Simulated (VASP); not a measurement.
# SbBr (Pm-3m) in VASP: notebook, part 2 of 2

VASP 6.6.1.

## 3. Single point, PBE

This run uses another cell than the first one, of 27.03 Å³/atom.

INCAR reads:

```
  PREC = Accurate
  ENCUT = 500
  EDIFF = 1E-6
  ISMEAR = 0
  SIGMA = 0.1
  LREAL = F
  LASPH = T
  NELM = 120
  ALGO = Normal
  ISIF = 2
  LWAVE = F
  LCHARG = F
  GGA = PE
  NBANDS = 13
  GGA_COMPAT = F
```

KPOINTS reads:

```
regular mesh
0
Gamma
  14 14 14
```

POSCAR reads:

```
SbBr
1.0
    3.7811998139      0.0000000000      0.0000000000
    0.0000000000      3.7811998139      0.0000000000
    0.0000000000      0.0000000000      3.7811998139
Sb Br
1 1
Direct
    0.5000000000      0.5000000000      0.5000000000
    0.0000000000      0.0000000000      0.0000000000
```

Potentials or basis: VASP PAW PBE potentials, release 64 (Sb, Br).

Run with:

```bash
> cat potpaw_PBE.64/Sb/POTCAR potpaw_PBE.64/Br/POTCAR > POTCAR
> mpirun -np 1 vasp_std > vasp.out
```

OUTCAR:

```text
PREC = Accurate
   ENCUT = 500
   EDIFF = 1E-6
   ISMEAR = 0
   LREAL = F
   LASPH = T
   NELM = 120
   ISIF = 2
   GGA = PE

 ion  position               nearest neighbor table
   1  0.500  0.500  0.500-   2 3.27   2 3.27   2 3.27   2 3.27   2 3.27   2 3.27   2 3.27   2 3.27

   2  0.000  0.000  0.000-   1 3.27   1 3.27   1 3.27   1 3.27   1 3.27   1 3.27   1 3.27   1 3.27

  LATTYP: Found a simple cubic cell.
 ALAT       =     3.7811998139

  Lattice vectors:

 A1 = (   3.7811998139,   0.0000000000,   0.0000000000)
 A2 = (   0.0000000000,   3.7811998139,   0.0000000000)
 A3 = (   0.0000000000,   0.0000000000,   3.7811998139)

Analysis of symmetry for initial positions (statically):
=====================================================================
 Subroutine PRICEL returns:
 Original cell was already a primitive cell.

 Routine SETGRP: Setting up the symmetry group for a
 simple cubic supercell.

 Subroutine GETGRP returns: Found 48 space group operations
 (whereof 48 operations were pure point group operations)
 out of a pool of 48 trial point group operations.

The static configuration has the point symmetry O_h .

Analysis of symmetry for dynamics (positions and initial velocities):
=====================================================================
 Subroutine PRICEL returns:
 Original cell was already a primitive cell.

 Routine SETGRP: Setting up the symmetry group for a
 simple cubic supercell.

 Subroutine GETGRP returns: Found 48 space group operations
 (whereof 48 operations were pure point group operations)
 out of a pool of 48 trial point group operations.

The dynamic configuration has the point symmetry O_h .

 Subroutine INISYM returns: Found 48 space group operations
 (whereof 48 operations are pure point group operations),
 and found     1 'primitive' translations

[... 120 lines left out ...]
   LHFCALC =     F    Hartree Fock is set to
   AEXX    =    0.0000 exact exchange contribution
   IVDW    =     0    specifies the selected vdW correction
   LEPSILON=     F    determine dielectric tensor
   LRPA    =     F    only Hartree local field effects (RPA)
 non-spin polarized calculation
 Gauss-broadening in eV      SIGMA  =   0.10
  energy-cutoff  :      500.00
  volume of cell :       54.06
 maximum number of plane-waves:      1406
 NGX is ok and might be reduce to    28
   NGX = 13   NGY = 13   NGZ = 13

 number of electron      11.9999996 magnetization

 Free energy of the ion-electron system (eV)
  ---------------------------------------------------
  ext. energy  EPLUGINS =         0.00000000
  ---------------------------------------------------
  free energy    TOTEN  =        -5.18946299 eV

  energy without entropy =       -5.18057550  energy(sigma->0) =       -5.18501925

 E-fermi :   5.9198     XC(G=0):  -9.7431

 val. band max:        5.9146721013   @ k =   0.5000   0.3571   0.2143
 cond. band min:       5.9233396132   @ k =   0.4286   0.3571   0.2143
 fundamental gap:      0.0086675119
 Fermi energy:         5.9198037457

 k-point     1 :       0.0000    0.0000    0.0000
  band No.  band energies     occupation
      1     -10.3959      2.00000
      2      -3.2008      2.00000
      3       2.1565      2.00000
      4       2.1565      2.00000
      5       2.1565      2.00000
      6       8.5952      0.00000
      7       8.5952      0.00000
      8       8.5952      0.00000
      9       9.6008      0.00000
     10       9.6008      0.00000
     11      15.0427      0.00000
     12      16.4720      0.00000
     13      16.4720      0.00000
[... 354 lines left out ...]
  band No.  band energies     occupation
      1      -9.9106      2.00000
      2      -3.7107      2.00000
      3       0.9020      2.00000
      4       2.6413      2.00000
      5       2.9339      2.00000
      6       5.2178      2.00000
      7       7.2703      0.00000
      8       7.4323      0.00000
      9      12.1571      0.00000
     10      13.2238      0.00000
     11      14.3500      0.00000
     12      15.1458      0.00000
     13      16.2591      0.00000

 [... further k-points ...]

------------------------ aborting loop because EDIFF is reached ----------------------------------------

  FORCE on cell =-STRESS in cart. coord.  units (eV):
  Direction    XX          YY          ZZ          XY          YZ          ZX
  --------------------------------------------------------------------------------------
  -------------------------------------------------------------------------------------
  Total       -0.0511788     -0.0511788     -0.0511788      0.0000000      0.0000000      0.0000000
  in kB       -1.5167409     -1.5167409     -1.5167409      0.0000000      0.0000000      0.0000000
  external PRESSURE =      -1.5167409 kB  Pullay stress =       0.0000000 kB

 VOLUME and BASIS-vectors are now :
 -----------------------------------------------------------------------------
  energy-cutoff  :      500.00
  volume of cell :       54.06
      direct lattice vectors                 reciprocal lattice vectors
     3.781199814  0.000000000  0.000000000     0.264466320  0.000000000  0.000000000
     0.000000000  3.781199814  0.000000000     0.000000000  0.264466320  0.000000000
     0.000000000  0.000000000  3.781199814     0.000000000  0.000000000  0.264466320

 POSITION                                       TOTAL-FORCE (eV/Angst)
 -----------------------------------------------------------------------------------
      1.89060      1.89060      1.89060         0.000000      0.000000      0.000000
      0.00000      0.00000      0.00000         0.000000      0.000000      0.000000
 -----------------------------------------------------------------------------------
    total drift:                               -0.000000      0.000000      0.000000

  FREE ENERGIE OF THE ION-ELECTRON SYSTEM (eV)
  ---------------------------------------------------
  free  energy   TOTEN  =        -5.1894629900 eV

  energy  without entropy=       -5.1805755006  energy(sigma->0) =       -5.18501925
```

OSZICAR:

```text
N       E                     dE             d eps       ncg     rms          rms(c)
DAV:   1     0.432219303153E+02    0.43222E+02   -0.44927E+03  3120   0.734E+02
DAV:   2    -0.231711263328E+01   -0.45539E+02   -0.43432E+02  4353   0.120E+02
DAV:   3    -0.525900999612E+01   -0.29419E+01   -0.28960E+01  3930   0.310E+01
DAV:   4    -0.528007734388E+01   -0.21067E-01   -0.21062E-01  3735   0.331E+00
DAV:   5    -0.528023490754E+01   -0.15756E-03   -0.15756E-03  4015   0.309E-01    0.785E+00
DAV:   6    -0.519220223569E+01    0.88033E-01   -0.31243E-01  3570   0.198E+00    0.410E+00
DAV:   7    -0.518975959511E+01    0.24426E-02   -0.46136E-02  4000   0.910E-01    0.121E+00
DAV:   8    -0.518947825412E+01    0.28134E-03   -0.62920E-03  3760   0.387E-01    0.113E-01
DAV:   9    -0.518947155382E+01    0.67003E-05   -0.66478E-04  4065   0.121E-01    0.522E-02
DAV:  10    -0.518946434599E+01    0.72078E-05   -0.63534E-05  3715   0.450E-02    0.238E-02
DAV:  11    -0.518946334142E+01    0.10046E-05   -0.17356E-05  4005   0.178E-02    0.285E-03
DAV:  12    -0.518946299002E+01    0.35140E-06   -0.23544E-06  2990   0.715E-03
   1 F= -.51894630E+01 E0= -.51850192E+01  d E =-.888749E-02
```

stdout:

```text
POSCAR found type information on POSCAR SbBr
 POSCAR found :  2 types and       2 ions
 scaLAPACK will be used
 LDA part: xc-table for (Slater+PW92), standard interpolation
 POSCAR, INCAR and KPOINTS ok, starting setup
 FFT: planning ... GRIDC
 FFT: planning ... GRID_SOFT
 FFT: planning ... GRID
 WAVECAR not read
 entering main loop
```

It took 79 s on 1 thread of Intel Xeon 8259CL, shared host; peak memory 0.22 GiB.

What came out:

```
Free energy            : -5.1895 eV
Pressure               : -0.2 GPa
Band gap on the k mesh : zero (bands 6 and 7 overlap by 5.01 eV)
```

Levels at points of the mesh, in eV from the Fermi level:
| k point | band 2 | band 3 | band 4 | band 5 | band 6 | band 7 | band 8 | band 9 | band 10 | band 11 |
| --- | --- | --- | --- | --- | --- | --- | --- | --- | --- | --- |
| (0.00, 0.00, 0.00) | -9.12 | -3.76 | -3.76 | -3.76 | 2.68 | 2.68 | 2.68 | 3.68 | 3.68 | 9.12 |
| (0.50, 0.00, 0.00) | -10.11 | -2.94 | -2.94 | -2.72 | -2.20 | 1.00 | 1.00 | 5.99 | 6.17 | 10.31 |
| (0.50, 0.50, 0.00) | -8.71 | -6.04 | -6.04 | -2.67 | 1.22 | 1.22 | 2.01 | 4.99 | 6.78 | 7.27 |
| (0.50, 0.50, 0.50) | -7.79 | -4.56 | -4.56 | -4.56 | -2.33 | -2.33 | -2.33 | 10.33 | 10.33 | 10.33 |

Caveat: spin-orbit coupling is left out, which moves the levels of the heavy elements.

## 4. Single point, PBE

This run uses another cell than the first one, of 27.03 Å³/atom.

INCAR reads:

```
SYSTEM = SbBr
PREC = Accurate ; ENCUT = 500
EDIFF = 1E-6 ; ISMEAR = 0
SIGMA = 0.1 ; LREAL = .FALSE.
LASPH = .TRUE. ; NELM = 120
ALGO = Normal ; ISIF = 2
LWAVE = .FALSE. ; LCHARG = .FALSE.
GGA = PE ; NBANDS = 13
GGA_COMPAT = .FALSE.
```

KPOINTS reads:

```
regular mesh
0
G
  14 14 14
  0 0 0
```

POSCAR reads:

```
SbBr
1.0
    3.7811976201      0.0000000000      0.0000000000
    0.0000000000      3.7811976201      0.0000000000
    0.0000000000      0.0000000000      3.7811976201
Sb Br
1 1
Direct
    0.5000000000      0.5000000000      0.5000000000
    0.0000000000      0.0000000000      0.0000000000
```

Run with:

```bash
> cat potpaw_PBE.64/Sb/POTCAR potpaw_PBE.64/Br/POTCAR > POTCAR
> mpirun -np 1 vasp_std > vasp.out
```

Run time: 83 s. Hardware: 1 thread of Intel Xeon 8259CL, shared host; peak memory 0.22 GiB.

The run converged. Its results:

- Free energy: -5.1895 eV
- Pressure: -0.2 GPa
- Band gap on the k mesh: zero (bands 6 and 7 overlap by 5.01 eV)

Levels at points of the mesh, in eV from the Fermi level:
```csv
k point,band 2,band 3,band 4,band 5,band 6,band 7,band 8,band 9,band 10,band 11
"(0.00, 0.00, 0.00)",-9.12,-3.76,-3.76,-3.76,2.68,2.68,2.68,3.68,3.68,9.12
"(0.50, 0.00, 0.00)",-10.11,-2.94,-2.94,-2.72,-2.20,1.00,1.00,5.99,6.17,10.31
"(0.50, 0.50, 0.00)",-8.71,-6.04,-6.04,-2.67,1.22,1.22,2.01,4.99,6.78,7.27
"(0.50, 0.50, 0.50)",-7.79,-4.56,-4.56,-4.56,-2.33,-2.33,-2.33,10.33,10.33,10.33
```

Caveat: spin-orbit coupling is left out, which moves the levels of the heavy elements.

## 5. Relaxation of cell and atoms, PBE

This run uses another cell than the first one, of 26.80 Å³/atom.

INCAR reads:

```
  PREC = Accurate
  ENCUT = 500
  EDIFF = 1E-7
  ISMEAR = 0
  SIGMA = 0.1
  LREAL = False
  LASPH = True
  NELM = 120
  ALGO = Normal
  ISIF = 3
  LWAVE = False
  LCHARG = False
  GGA = PE
  IBRION = 2
  NSW = 100
  EDIFFG = -0.01
  GGA_COMPAT = False
  NELMIN = 4
```

KPOINTS reads:

```
Automatic mesh
0
Gamma
  14 14 14
```

POSCAR reads:

```
SbBr
1.0
    3.7703903361      0.0000000000      0.0000000000
    0.0000000000      3.7703903361      0.0000000000
    0.0000000000      0.0000000000      3.7703903361
Sb Br
1 1
Direct
    0.5000000000      0.5000000000      0.5000000000
    0.0000000000      0.0000000000      0.0000000000
```

Run with:

```bash
> cat potpaw_PBE.64/Sb/POTCAR potpaw_PBE.64/Br/POTCAR > POTCAR
> mpirun -np 1 vasp_std > vasp.out
```

It took 1.7 min on 1 thread of Intel Xeon 8259CL, shared host; peak memory 0.22 GiB.

The run converged. Its results:

```
Free energy                           : -5.1895 eV
Relaxed volume                        : 26.95 Å³/atom
Relaxed cell                          : a = 3.777 Å, b = 3.777 Å, c = 3.777 Å, α = 90.00°, β = 90.00°, γ = 90.00°
Space group after relaxing (to 0.1 Å) : Pm-3m (No. 221)
Energy gained by relaxing             : 0.1 meV/atom
Ionic steps                           : 2
Pressure after relaxing               : 0.0 GPa
Band gap on the k mesh                : zero (bands 6 and 7 overlap by 5.04 eV)
```

The path:
```csv
step,energy change (eV),largest force (eV/Å),pressure (GPa),volume (Å³)
1,0.0000,0.0000,0.23,53.60
2,-0.0002,0.0000,-0.02,53.90
```

Final structure:
```
CELL_PARAMETERS angstrom
3.77731 0.00000 0.00000
0.00000 3.77731 0.00000
0.00000 0.00000 3.77731
ATOMIC_POSITIONS crystal
Sb 0.50000 0.50000 0.50000
Br 0.00000 0.00000 0.00000
```

Levels at points of the mesh, in eV from the Fermi level:
| k point | band 3 | band 4 | band 5 | band 6 | band 7 | band 8 | band 9 | band 10 |
| --- | --- | --- | --- | --- | --- | --- | --- | --- |
| (0.00, 0.00, 0.00) | -3.78 | -3.78 | -3.78 | 2.69 | 2.69 | 2.69 | 3.67 | 3.67 |
| (0.50, 0.00, 0.00) | -2.95 | -2.95 | -2.72 | -2.21 | 1.00 | 1.00 | 5.98 | 6.17 |
| (0.50, 0.50, 0.00) | -6.07 | -6.07 | -2.67 | 1.22 | 1.22 | 2.02 | 4.98 | 6.79 |
| (0.50, 0.50, 0.50) | -4.58 | -4.58 | -4.58 | -2.35 | -2.35 | -2.35 | 10.35 | 10.35 |

Caveat: spin-orbit coupling is left out, which moves the levels of the heavy elements.

## 6. Summary

```tsv
task	cell	k mesh	gap on the mesh (eV)	pressure (GPa)	relaxed volume (Å³/atom)
relaxation of cell and atoms	relaxed from a = 4.276 Å, 2 atoms	4 × 4 × 4	none	0.2	26.62
single point	a = 3.781 Å, 2 atoms	14 × 14 × 14	none	-0.2	-
relaxation of cell and atoms	relaxed from a = 3.770 Å, 2 atoms	14 × 14 × 14	none	0.0	26.95
```

Alike in all rows: level PBE; potentials or basis VASP PAW PBE potentials, release 64 (Sb, Br); no spin polarisation; cutoff (eV) 500; smearing gaussian 0.1 eV.

Caveats: some runs use coarse meshes; spin-orbit coupling is left out, which moves the levels of the heavy elements; the volume moved by over 15 % at a fixed basis, so the end points are rough (at least some runs).

Absolute energies hang on the potentials; compare differences alone.

The gap in the log of VASP goes by the Fermi energy; the results here count the filled bands.